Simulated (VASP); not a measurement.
# BN (BN (F-43m)) (F-43m) in VASP: single point with PBE

Aim: the single point of BN (BN (F-43m)) with PBE.

All numbers are computed with VASP 6.6.1; they aren't measurements. Logs are shortened: lines on timing, memory, paths and dates and some standing lists are left out, and cuts for length are marked.

## (1) The cell of the first run

Symmetry: F-43m, No. 216, cubic system. The conventional cell has a = 3.624 Å, b = 3.624 Å, c = 3.624 Å, α = 90.00°, β = 90.00°, γ = 90.00°. B (site symmetry -43m) has 4 N at 1.57 Å within 2.1 Å. Within 2.1 Å of N (site symmetry -43m) lie 4 B at 1.57 Å.

## (2) Single point, PBE

Contents of INCAR:

```
PREC     = Accurate       # precision mode
ENCUT    = 520            # plane-wave cutoff, eV
EDIFF    = 1E-7           # SCF threshold, eV
ISMEAR   = -1             # smearing method
SIGMA    = 0.01           # smearing width, eV
LREAL    = False          # projectors in reciprocal space
LASPH    = True           # aspherical terms in the spheres
NELM     = 100            # most SCF steps
ALGO     = Normal         # electronic algorithm
ISIF     = 2              # what is computed and relaxed
LWAVE    = False          # write WAVECAR
LCHARG   = False          # write CHGCAR
GGA      = PE             # functional
NBANDS   = 11             # bands
ISYM     = 0
```

Contents of KPOINTS:

```
Automatic mesh
0
Gamma
  8 8 8
  0.5 0.5 0.5
```

Contents of POSCAR:

```
BN
1.0
    0.0000000000      1.8120551925      1.8120551925
    1.8120551925      0.0000000000      1.8120551925
    1.8120551925      1.8120551925      0.0000000000
B N
1 1
Direct
    0.0000000000      0.0000000000      0.0000000000
    0.2500000000      0.2500000000      0.2500000000
```

Potentials or basis: VASP PAW PBE potentials, release 64 (B, N).

Launch:

```sh
$ cat potpaw_PBE.64/B/POTCAR potpaw_PBE.64/N/POTCAR > POTCAR
$ mpirun -np 1 vasp_std > vasp.out
```

OUTCAR:

```text
PREC = Accurate
   ENCUT = 520
   EDIFF = 1E-7
   ISMEAR = -1
   LREAL = False
   LASPH = True
   NELM = 100
   ISIF = 2
   GGA = PE
   ISYM = 0

 ion  position               nearest neighbor table
   1  0.000  0.000  0.000-   2 1.57   2 1.57   2 1.57   2 1.57
   2  0.250  0.250  0.250-   1 1.57   1 1.57   1 1.57   1 1.57

IMPORTANT INFORMATION: All symmetrisations will be switched off!
NOSYMM: (Re-)initialisation of all symmetry stuff for point group C_1.

----------------------------------------------------------------------------------------

                                     Primitive cell

  volume of cell :      11.8999

  direct lattice vectors                    reciprocal lattice vectors
     0.000000000  1.812055192  1.812055192    -0.275929785  0.275929785  0.275929785
     1.812055192  0.000000000  1.812055192     0.275929785 -0.275929785  0.275929785
     1.812055192  1.812055192  0.000000000     0.275929785  0.275929785 -0.275929785

  length of vectors
     2.562633029  2.562633029  2.562633029     0.477924407  0.477924407  0.477924407

  position of ions in fractional coordinates (direct lattice)
     0.000000000  0.000000000  0.000000000
     0.250000000  0.250000000  0.250000000

  ion indices of the primitive-cell ions
   primitive index   ion index
                 1           1
                 2           2

----------------------------------------------------------------------------------------

 KPOINTS: Automatic mesh

Automatic generation of k-mesh.
 Grid dimensions read from file:
 generate k-points for:    8    8    8

 Generating k-lattice:

  Cartesian coordinates                     Fractional coordinates (reciprocal lattice)
    -0.034491223  0.034491223  0.034491223     0.125000000  0.000000000  0.000000000
     0.034491223 -0.034491223  0.034491223     0.000000000  0.125000000  0.000000000
     0.034491223  0.034491223 -0.034491223     0.000000000  0.000000000  0.125000000

  Length of vectors
     0.059740551  0.059740551  0.059740551

  Shift w.r.t. Gamma in fractional coordinates (k-lattice)
     0.500000000  0.500000000  0.500000000

 Subroutine IBZKPT returns following result:
 ===========================================

 Found   1024 irreducible k-points:

 Following reciprocal coordinates:
            Coordinates               Weight
  0.062500  0.062500  0.062500      2.000000
  0.062500  0.000000  0.000000      2.000000
  0.000000  0.000000 -0.062500      2.000000
  0.000000  0.062500  0.000000      2.000000
  0.187500  0.062500  0.062500      2.000000
  0.062500  0.187500  0.062500      2.000000
[... 16 lines left out ...]
  0.000000  0.250000 -0.062500      2.000000
  0.250000  0.000000 -0.062500      2.000000
 [... further k-points ...]
   k-points           NKPTS =   1024   k-points in BZ     NKDIM =   1024   number of bands    NBANDS=     11
   number of dos      NEDOS =    301   number of ions     NIONS =      2
   total plane-waves  NPLWV =   8000
   dimension x,y,z NGX =    20 NGY =   20 NGZ =   20
   dimension x,y,z NGXF=    40 NGYF=   40 NGZF=   40
   ions per type =               1   1
   NGX,Y,Z   is equivalent  to a cutoff of  12.97, 12.97, 12.97 a.u.
   NGXF,Y,Z  is equivalent  to a cutoff of  25.95, 25.95, 25.95 a.u.
 SYSTEM =  unknown system
   PREC   = accura    normal or accurate (medium, high low for compatibility)
   ISTART =      0    job   : 0-new  1-cont  2-samecut
   ICHARG =      2    charge: 1-file 2-atom 10-const
   ISPIN  =      1    spin polarized calculation?
   LNONCOLLINEAR =      F non collinear calculations
   LSORBIT =      F    spin-orbit coupling
   LASPH  =      T    aspherical Exc in radial PAW
   ENCUT  =  520.0 eV  38.22 Ry    6.18 a.u.   4.76  4.76  4.76*2*pi/ulx,y,z
   NELM   =    100;   NELMIN=  2; NELMDL= -5     # of ELM steps
   EDIFF  = 0.1E-06   stopping-criterion for ELM
   LREAL  =      F    real-space projection
   EDIFFG = 0.1E-05   stopping-criterion for IOM
   NSW    =      0    number of steps for IOM
   IBRION =     -1    ionic relax: 0-MD 1-quasi-New 2-CG
   NFREE  =      0    steps in history (QN), initial steepest desc. (CG)
   ISIF   =      2    stress and relaxation
   ISYM   =      0    0-nonsym 1-usesym 2-fastsym
   POTIM  = 0.5000    time-step for ionic-motion
   TEBEG  =    0.0;   TEEND  =   0.0 temperature during run
   PSTRESS=    0.0 pullay stress
   NELECT =       8.0000    total number of electrons
   NUPDOWN=      -1.0000    fix difference up-down
   EMIN   =  10.00;   EMAX   =-10.00  energy-range for DOS
   EFERMI =   0.00;   METHOD = LEGACY
   ISMEAR =    -1;   SIGMA  =   0.01  broadening in eV -4-tet -1-fermi 0-gaus
   EFERMI_NEDOS =   21; number of points for ismear=-14 and -15
   IALGO  =     38    algorithm
   IMIX   =      4    mixing-type and parameters
     AMIX     =   0.40;   BMIX     =  1.00
     AMIX_MAG =   1.60;   BMIX_MAG =  1.00
  volume/ion in A,a.u.               =       5.95        40.15
  Fermi-wavevector in a.u.,A,eV,Ry     =   1.434135  2.710122 27.983695  2.056744
  Thomas-Fermi vector in A             =   2.553577
   LORBIT       =      0    0 simple, 1 ext, 2 COOP (PROOUT), +10 PAW based schemes
   GGA     = PE    functional components
   LHFCALC =     F    Hartree Fock is set to
   AEXX    =    0.0000 exact exchange contribution
   IVDW    =     0    specifies the selected vdW correction
   LEPSILON=     F    determine dielectric tensor
   LRPA    =     F    only Hartree local field effects (RPA)
 non-spin polarized calculation
  energy-cutoff  :      520.00
  volume of cell :       11.90
 maximum number of plane-waves:       331
   NGX =  9   NGY =  9   NGZ =  9

 number of electron       7.9999999 magnetization

 Free energy of the ion-electron system (eV)
  ---------------------------------------------------
  ext. energy  EPLUGINS =         0.00000000
  ---------------------------------------------------
  free energy    TOTEN  =       -17.45098169 eV

  energy without entropy =      -17.45098169  energy(sigma->0) =      -17.45098169

 E-fermi :   7.4406     XC(G=0): -12.7848

 val. band max:        7.2068942012   @ k =   0.0000   0.0625   0.0000
 cond. band min:      12.0894427514   @ k =  -0.4375   0.0000   0.5000
 fundamental gap:      4.8825485502
 Fermi energy:         7.4406162803

 k-point     1 :       0.0625    0.0625    0.0625
  band No.  band energies     occupation
      1     -12.7402      2.00000
      2       6.7803      2.00000
      3       7.2069      2.00000
      4       7.2069      2.00000
      5      16.2200      0.00000
      6      16.2513      0.00000
      7      16.2513      0.00000
      8      17.8630      0.00000
      9      31.8167      0.00000
     10      33.3273      0.00000
     11      33.3273      0.00000

 k-point     2 :       0.0625    0.0000    0.0000
  band No.  band energies     occupation
      1     -12.7402      2.00000
      2       6.7803      2.00000
      3       7.2069      2.00000
      4       7.2069      2.00000
      5      16.2200      0.00000
      6      16.2513      0.00000
      7      16.2513      0.00000
      8      17.8630      0.00000
      9      31.8167      0.00000
     10      33.3273      0.00000
     11      33.3273      0.00000

 k-point     3 :       0.0000    0.0000   -0.0625
  band No.  band energies     occupation
      1     -12.7402      2.00000
      2       6.7803      2.00000
      3       7.2069      2.00000
      4       7.2069      2.00000
      5      16.2200      0.00000
      6      16.2513      0.00000
      7      16.2513      0.00000
      8      17.8630      0.00000
      9      31.8167      0.00000
     10      33.3273      0.00000
     11      33.3273      0.00000

 k-point     4 :       0.0000    0.0625    0.0000
  band No.  band energies     occupation
      1     -12.7402      2.00000
      2       6.7803      2.00000
      3       7.2069      2.00000
      4       7.2069      2.00000
      5      16.2200      0.00000
      6      16.2513      0.00000
      7      16.2513      0.00000
      8      17.8630      0.00000
      9      31.8167      0.00000
     10      33.3273      0.00000
     11      33.3273      0.00000

 k-point     5 :       0.1875    0.0625    0.0625
  band No.  band energies     occupation
      1     -12.2408      2.00000
      2       4.8315      2.00000
      3       6.1765      2.00000
      4       7.0197      2.00000
      5      16.5974      0.00000
      6      16.6337      0.00000
      7      17.2900      0.00000
      8      19.2131      0.00000
      9      30.3274      0.00000
     10      30.5280      0.00000
     11      33.3186      0.00000
[... 211 lines left out ...]
 k-point    21 :       0.3125    0.2500    0.2500
  band No.  band energies     occupation
      1     -11.0439      2.00000
      2       1.2816      2.00000
      3       5.3976      2.00000
      4       6.2992      2.00000
      5      17.1679      0.00000
      6      17.5376      0.00000
      7      18.0381      0.00000
      8      21.0030      0.00000
      9      29.7200      0.00000
     10      29.9435      0.00000
     11      33.0421      0.00000

 k-point    22 :       0.0625   -0.2500    0.0000
  band No.  band energies     occupation
      1     -11.0439      2.00000
      2       1.2816      2.00000
      3       5.3976      2.00000
      4       6.2992      2.00000
      5      17.1679      0.00000
      6      17.5376      0.00000
      7      18.0381      0.00000
      8      21.0030      0.00000
      9      29.7200      0.00000
     10      29.9435      0.00000
     11      33.0421      0.00000

 k-point    23 :       0.0000    0.2500   -0.0625
  band No.  band energies     occupation
      1     -11.0439      2.00000
      2       1.2816      2.00000
      3       5.3976      2.00000
      4       6.2992      2.00000
      5      17.1679      0.00000
      6      17.5376      0.00000
      7      18.0381      0.00000
      8      21.0030      0.00000
      9      29.7200      0.00000
     10      29.9435      0.00000
     11      33.0421      0.00000

 k-point    24 :       0.2500    0.0000   -0.0625
  band No.  band energies     occupation
      1     -11.0439      2.00000
      2       1.2816      2.00000
      3       5.3976      2.00000
      4       6.2992      2.00000
      5      17.1679      0.00000
      6      17.5376      0.00000
      7      18.0381      0.00000
      8      21.0030      0.00000
      9      29.7200      0.00000
     10      29.9435      0.00000
     11      33.0421      0.00000

 [... further k-points ...]
[... 5 lines left out ...]
  --------------------------------------------------------------------------------------
  -------------------------------------------------------------------------------------
  Total        0.0309943      0.0309943      0.0309943      0.0000002      0.0000003      0.0000002
  in kB        4.1729915      4.1729919      4.1729930      0.0000335      0.0000350      0.0000314
  external PRESSURE =       4.1729921 kB  Pullay stress =       0.0000000 kB

 VOLUME and BASIS-vectors are now :
 -----------------------------------------------------------------------------
  energy-cutoff  :      520.00
  volume of cell :       11.90
      direct lattice vectors                 reciprocal lattice vectors
     0.000000000  1.812055192  1.812055192    -0.275929785  0.275929785  0.275929785
     1.812055192  0.000000000  1.812055192     0.275929785 -0.275929785  0.275929785
     1.812055192  1.812055192  0.000000000     0.275929785  0.275929785 -0.275929785

 POSITION                                       TOTAL-FORCE (eV/Angst)
 -----------------------------------------------------------------------------------
      0.00000      0.00000      0.00000         0.000000      0.000000      0.000000
      0.90603      0.90603      0.90603        -0.000000     -0.000000     -0.000000
 -----------------------------------------------------------------------------------
    total drift:                               -0.000001     -0.000001     -0.000001

  FREE ENERGIE OF THE ION-ELECTRON SYSTEM (eV)
  ---------------------------------------------------
  free  energy   TOTEN  =       -17.4509816854 eV

  energy  without entropy=      -17.4509816854  energy(sigma->0) =      -17.45098169
```

Wall time 97 s (1 thread of AMD EPYC 7R13 (Zen 3), shared host); peak memory 0.2 GiB.

What came out:

| Quantity | Value |
| --- | --- |
| Free energy | -17.4510 eV |
| Pressure | 0.4 GPa |
| Band gap on the k mesh | 4.88 eV, indirect (least direct gap 8.95 eV) |

Levels at points of the mesh, in eV from the valence-band top:
| k point | band 2 | band 3 | band 4 | band 5 | band 6 | band 7 |
| --- | --- | --- | --- | --- | --- | --- |
| (0.06, 0.06, 0.06) | -0.43 | 0.00 | 0.00 | 9.01 | 9.04 | 9.04 |

A k mesh can miss the band edges.
